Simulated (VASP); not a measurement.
# In2O3 (R-3c) in VASP: a series of runs

Runs on In2O3. Level: r2SCAN. Tasks: single point.

Program: VASP 6.6.1. These are calculated values, not measurements. Logs are shortened: lines on timing, memory, paths and dates and some standing lists are left out, and cuts for length are marked.

## 1. The cell of the first run

Symmetry: R-3c, No. 167, trigonal system. The conventional cell has a = 5.398 Å, b = 5.398 Å, c = 14.269 Å, α = 90.00°, β = 90.00°, γ = 120.00°. Within 2.8 Å of In (site symmetry 3) lie 6 O at 2.09 to 2.22 Å. Within 2.9 Å of O (site symmetry 2) lie 4 In at 2.09 to 2.22 Å and 4 O at 2.76 to 2.89 Å.

## 2. Single point, r2SCAN (strain -2.0%)

POSCAR

```
In2O3
1.0
    2.6988265574      1.5581682394      4.7563898885
   -2.6988265574      1.5581682394      4.7563898885
    0.0000000000     -3.1163364788      4.7563898885
In O
4 6
Direct
    0.6421563297      0.6421563297      0.6421563297
    0.8578436703      0.8578436703      0.8578436703
    0.3578436703      0.3578436703      0.3578436703
    0.1421563297      0.1421563297      0.1421563297
    0.0457330182      0.7500000000      0.4542669818
    0.7500000000      0.4542669818      0.0457330182
    0.4542669818      0.0457330182      0.7500000000
    0.9542669818      0.2500000000      0.5457330182
    0.5457330182      0.9542669818      0.2500000000
    0.2500000000      0.5457330182      0.9542669818
```

INCAR.step1

```
SYSTEM = In2O3
PREC     = Accurate       ! precision mode
ENCUT    = 520            ! plane-wave cutoff, eV
ISMEAR   = 0              ! smearing method
SIGMA    = 0.01           ! smearing width, eV
LREAL    = .FALSE.        ! projectors in reciprocal space
LASPH    = .TRUE.         ! aspherical terms in the spheres
NELM     = 60             ! most SCF steps
NBANDS   = 55             ! bands
GGA      = PE             ! functional
ALGO     = Normal         ! electronic algorithm
EDIFF    = 1E-4           ! SCF threshold, eV
LWAVE    = .TRUE.         ! write WAVECAR
LCHARG   = .FALSE.        ! write CHGCAR
```

INCAR.step2

```
SYSTEM = In2O3
PREC     = Accurate       ! precision mode
ENCUT    = 520            ! plane-wave cutoff, eV
EDIFF    = 1E-7           ! SCF threshold, eV
ISMEAR   = 0              ! smearing method
SIGMA    = 0.01           ! smearing width, eV
LREAL    = .FALSE.        ! projectors in reciprocal space
LASPH    = .TRUE.         ! aspherical terms in the spheres
NELM     = 60             ! most SCF steps
ALGO     = Normal         ! electronic algorithm
ISIF     = 2              ! what is computed and relaxed
LWAVE    = .FALSE.        ! write WAVECAR
LCHARG   = .TRUE.         ! write CHGCAR
METAGGA  = R2SCAN         ! meta-GGA
LMIXTAU  = .TRUE.       
LELF     = .TRUE.         ! ELF
LVHAR    = .TRUE.       
NBANDS   = 55             ! bands
ISTART   = 1
```

KPOINTS

```
Automatic mesh
0
G
  6 6 6
  0 0 0
```

Potentials or basis: VASP PAW PBE potentials, release 64 (In_d, O).

Command:

```bash
cat potpaw_PBE.64/In_d/POTCAR potpaw_PBE.64/O/POTCAR > POTCAR
cp INCAR.step1 INCAR
mpirun -np 1 vasp_std > vasp.out
cp INCAR.step2 INCAR
mpirun -np 1 vasp_std > vasp.out
```

OUTCAR:

```text
SYSTEM = In2O3
   PREC = Accurate
   ENCUT = 520
   EDIFF = 1E-7
   ISMEAR = 0
   LREAL = .FALSE.
   LASPH = .TRUE.
   NELM = 60
   ISIF = 2
   METAGGA = R2SCAN
   ISTART = 1

 ion  position               nearest neighbor table
   1  0.642  0.642  0.642-  10 2.09   9 2.09   8 2.09   6 2.22   5 2.22   7 2.22   2 3.08   3 3.19
                             3 3.19   3 3.19   2 3.54   2 3.54   2 3.54   4 3.92   4 3.92   4 3.92
   2  0.858  0.858  0.858-   8 2.09   9 2.09  10 2.09   6 2.22   5 2.22   7 2.22   1 3.08   4 3.19
                             4 3.19   4 3.19   1 3.54   1 3.54   1 3.54   3 3.92   3 3.92   3 3.92
   3  0.358  0.358  0.358-   6 2.09   7 2.09   5 2.09   8 2.22  10 2.22   9 2.22   4 3.08   1 3.19
                             1 3.19   1 3.19   4 3.54   4 3.54   4 3.54   2 3.92   2 3.92   2 3.92
   4  0.142  0.142  0.142-   5 2.09   7 2.09   6 2.09   8 2.22  10 2.22   9 2.22   3 3.08   2 3.19
                             2 3.19   2 3.19   3 3.54   3 3.54   3 3.54   1 3.92   1 3.92   1 3.92
   5  0.046  0.750  0.454-   4 2.09   3 2.09   2 2.22   1 2.22
   6  0.750  0.454  0.046-   3 2.09   4 2.09   2 2.22   1 2.22
   7  0.454  0.046  0.750-   4 2.09   3 2.09   2 2.22   1 2.22
   8  0.954  0.250  0.546-   2 2.09   1 2.09   3 2.22   4 2.22
   9  0.546  0.954  0.250-   1 2.09   2 2.09   3 2.22   4 2.22
  10  0.250  0.546  0.954-   1 2.09   2 2.09   3 2.22   4 2.22

  LATTYP: Found a trigonal (rhomboedric) cell.
 ALAT       =     5.6863694763
 COS(alpha) =     0.5494844392

  Lattice vectors:

 A1 = (   2.6988265574,   1.5581682394,   4.7563898885)
 A2 = (  -2.6988265574,   1.5581682394,   4.7563898885)
 A3 = (   0.0000000000,  -3.1163364788,   4.7563898885)

Analysis of symmetry for initial positions (statically):
=====================================================================
 Subroutine PRICEL returns:
 Original cell was already a primitive cell.

 Routine SETGRP: Setting up the symmetry group for a
 trigonal (rhombohedral) supercell.

 Subroutine GETGRP returns: Found 12 space group operations
 (whereof  6 operations were pure point group operations)
 out of a pool of 12 trial point group operations.

The static configuration has the point symmetry S_6 .
 The point group associated with its full space group is D_3d.

Analysis of symmetry for dynamics (positions and initial velocities):
=====================================================================
 Subroutine PRICEL returns:
 Original cell was already a primitive cell.

 Routine SETGRP: Setting up the symmetry group for a
 trigonal (rhombohedral) supercell.

 Subroutine GETGRP returns: Found 12 space group operations
 (whereof  6 operations were pure point group operations)
 out of a pool of 12 trial point group operations.

[... 124 lines left out ...]
   ISYM   =      2    0-nonsym 1-usesym 2-fastsym
   POTIM  = 0.5000    time-step for ionic-motion
   TEBEG  =    0.0;   TEEND  =   0.0 temperature during run
   PSTRESS=    0.0 pullay stress
   NELECT =      88.0000    total number of electrons
   NUPDOWN=      -1.0000    fix difference up-down
   EMIN   =  10.00;   EMAX   =-10.00  energy-range for DOS
   EFERMI =   0.00;   METHOD = LEGACY
   ISMEAR =     0;   SIGMA  =   0.01  broadening in eV -4-tet -1-fermi 0-gaus
   EFERMI_NEDOS =   21; number of points for ismear=-14 and -15
   IALGO  =     38    algorithm
   IMIX   =      4    mixing-type and parameters
     AMIX     =   0.40;   BMIX     =  1.00
     AMIX_MAG =   1.60;   BMIX_MAG =  1.00
  volume/ion in A,a.u.               =      12.00        80.99
  Fermi-wavevector in a.u.,A,eV,Ry     =   1.476261  2.789728 29.651796  2.179346
  Thomas-Fermi vector in A             =   2.590809
   LORBIT       =      0    0 simple, 1 ext, 2 COOP (PROOUT), +10 PAW based schemes
   METAGGA = R2SCAN    functional components
   LHFCALC =     F    Hartree Fock is set to
   AEXX    =    0.0000 exact exchange contribution
   IVDW    =     0    specifies the selected vdW correction
   LEPSILON=     F    determine dielectric tensor
   LRPA    =     F    only Hartree local field effects (RPA)
 non-spin polarized calculation
 Gauss-broadening in eV      SIGMA  =   0.01
  energy-cutoff  :      520.00
  volume of cell :      120.01
 maximum number of plane-waves:      3247
   NGX = 21   NGY = 21   NGZ = 21

 number of electron      88.0000001 magnetization

 Free energy of the ion-electron system (eV)
  ---------------------------------------------------
  ext. energy  EPLUGINS =         0.00000000
  ---------------------------------------------------
  free energy    TOTEN  =      -144.11716662 eV

  energy without entropy =     -144.11716662  energy(sigma->0) =     -144.11716662

 E-fermi :   5.9565     XC(G=0): -12.2328

 val. band max:        5.8882924705   @ k =   0.0000   0.0000   0.0000
 cond. band min:       8.1010661243   @ k =   0.0000   0.0000   0.0000
 fundamental gap:      2.2127736538
 Fermi energy:         5.9565414099

 k-point     1 :       0.0000    0.0000    0.0000
  band No.  band energies     occupation
      1     -13.0526      2.00000
      2     -12.0713      2.00000
      3     -12.0713      2.00000
      4     -11.8501      2.00000
      5     -11.8501      2.00000
      6     -11.7716      2.00000
[... 1381 lines left out ...]
     54      17.5745      0.00000
     55      18.3693      0.00000

 [... further k-points ...]
[... 5 lines left out ...]
  --------------------------------------------------------------------------------------
  -------------------------------------------------------------------------------------
  Total       11.0524408     11.0524408      8.9553655      0.0000000     -0.0000000      0.0000000
  in kB      147.5539227    147.5539227    119.5572392      0.0000000     -0.0000000      0.0000000
  external PRESSURE =     138.2216949 kB  Pullay stress =       0.0000000 kB

 VOLUME and BASIS-vectors are now :
 -----------------------------------------------------------------------------
  energy-cutoff  :      520.00
  volume of cell :      120.01
      direct lattice vectors                 reciprocal lattice vectors
     2.698826557  1.558168239  4.756389889     0.185265703  0.106963204  0.070081163
    -2.698826557  1.558168239  4.756389889    -0.185265703  0.106963204  0.070081163
     0.000000000 -3.116336479  4.756389889     0.000000000 -0.213926407  0.070081163

 POSITION                                       TOTAL-FORCE (eV/Angst)
 -----------------------------------------------------------------------------------
      0.00000      0.00000      9.16304         0.000000      0.000000     -0.028975
      0.00000      0.00000     12.24072         0.000000      0.000000      0.028975
      0.00000      0.00000      5.10613         0.000000      0.000000      0.028975
      0.00000      0.00000      2.02845         0.000000      0.000000     -0.028975
     -1.90069     -0.17576      5.94549         0.003710      0.006426      0.000000
      0.79813      1.73393      5.94549         0.003710     -0.006426      0.000000
      1.10256     -1.55817      5.94549        -0.007420      0.000000      0.000000
      1.90069      0.17576      8.32368        -0.003710     -0.006426      0.000000
     -1.10256      1.55817      8.32368         0.007420      0.000000      0.000000
     -0.79813     -1.73393      8.32368        -0.003710      0.006426      0.000000
 -----------------------------------------------------------------------------------
    total drift:                                0.000000     -0.000000     -0.000000

  FREE ENERGIE OF THE ION-ELECTRON SYSTEM (eV)
  ---------------------------------------------------
  free  energy   TOTEN  =      -144.1171666200 eV

  energy  without entropy=     -144.1171666200  energy(sigma->0) =     -144.11716662
```

Wall time 36 min (1 thread of Intel Xeon 8259CL, shared host); peak memory 0.38 GiB.

What came out:

| Property | Result |
| --- | --- |
| Free energy | -144.1172 eV |
| Pressure | 13.8 GPa |
| Largest force | 0.029 eV/Å |
| Band gap on the k mesh | 2.21 eV |

Forces on the atoms (eV/Å):
```
In   0.000  0.000 -0.029
In   0.000  0.000  0.029
In   0.000  0.000  0.029
In   0.000  0.000 -0.029
O    0.004  0.006  0.000
O    0.004 -0.006  0.000
O   -0.007  0.000  0.000
O   -0.004 -0.006  0.000
O    0.007  0.000  0.000
O   -0.004  0.006  0.000
```

Stress tensor (GPa, compression positive):
```
14.76  0.00  0.00
 0.00 14.76  0.00
 0.00  0.00 11.96
```

Caveat: the cell differs from its parent crystal (strain -2.0%); the cell stands under pressure; the PAW data sets were made with another functional, which shifts forces and pressure a little; spin-orbit coupling is left out, which moves the levels of the heavy elements.

## 3. Single point, r2SCAN (strain -1.0%)

POSCAR

```
In2O3
1.0
    2.7263656039      1.5740679153      4.8049244792
   -2.7263656039      1.5740679153      4.8049244792
    0.0000000000     -3.1481358306      4.8049244792
In O
4 6
Direct
    0.6425649565      0.6425649565      0.6425649565
    0.8574350435      0.8574350435      0.8574350435
    0.3574350435      0.3574350435      0.3574350435
    0.1425649565      0.1425649565      0.1425649565
    0.0462262828      0.7500000000      0.4537737172
    0.7500000000      0.4537737172      0.0462262828
    0.4537737172      0.0462262828      0.7500000000
    0.9537737172      0.2500000000      0.5462262828
    0.5462262828      0.9537737172      0.2500000000
    0.2500000000      0.5462262828      0.9537737172
```

INCAR.step1

```
SYSTEM = In2O3
PREC = Accurate
ENCUT = 520
ISMEAR = 0
SIGMA = 0.01
LREAL = .False.
LASPH = .True.
NELM = 100
NBANDS = 55
GGA = PE
ALGO = Normal
EDIFF = 1E-4
LWAVE = .True.
LCHARG = .False.
```

INCAR.step2

```
SYSTEM = In2O3
PREC = Accurate
ENCUT = 520
EDIFF = 1E-7
ISMEAR = 0
SIGMA = 0.01
LREAL = .False.
LASPH = .True.
NELM = 100
ALGO = Normal
ISIF = 2
LWAVE = .False.
LCHARG = .False.
METAGGA = R2SCAN
LMIXTAU = .True.
NBANDS = 55
ISTART = 1
```

KPOINTS

```
Automatic mesh
0
Gamma
  6 6 6
  0 0 0
```

Potentials or basis: VASP PAW PBE potentials, release 64 (In_d, O).

Command:

```bash
cat potpaw_PBE.64/In_d/POTCAR potpaw_PBE.64/O/POTCAR > POTCAR
cp INCAR.step1 INCAR
mpirun -np 1 vasp_std > vasp.out
cp INCAR.step2 INCAR
mpirun -np 1 vasp_std > vasp.out
```

It took 67 min on 1 thread of Intel Xeon 8259CL, shared host; peak memory 0.46 GiB.

The run converged. Its results:

```yaml
Free_energy: -144.3615 eV
Pressure: 7.0 GPa
Largest_force: 0.026 eV/Å
Band_gap_on_the_k_mesh: 2.03 eV
```

Forces in eV/Å, atoms in the order of the input:
```
In   0.000  0.000 -0.026
In   0.000  0.000  0.026
In   0.000  0.000  0.026
In   0.000  0.000 -0.026
O    0.003  0.006  0.000
O    0.003 -0.006  0.000
O   -0.006  0.000  0.000
O   -0.003 -0.006  0.000
O    0.006  0.000  0.000
O   -0.003  0.006  0.000
```

Stress tensor (GPa, compression positive):
```
7.45 0.00 0.00
0.00 7.45 0.00
0.00 0.00 6.11
```

Levels at points of the mesh, in eV from the valence-band top:
```
           k point  band 42  band 43  band 44  band 45  band 46  band 47
(0.00, 0.00, 0.00)    -0.27     0.00     0.00     2.03     6.33     7.26
(0.50, 0.00, 0.00)    -0.72    -0.06    -0.06     5.76     5.76     6.80
(0.50, 0.50, 0.00)    -0.32    -0.06    -0.03     6.06     6.33     7.38
(0.50, 0.50, 0.50)    -0.18    -0.18    -0.18     5.16     5.16     8.22
```

Caveat: the cell differs from its parent crystal (strain -1.0%); the cell stands under pressure; the PAW data sets were made with another functional, which shifts forces and pressure a little; spin-orbit coupling is left out, which moves the levels of the heavy elements.
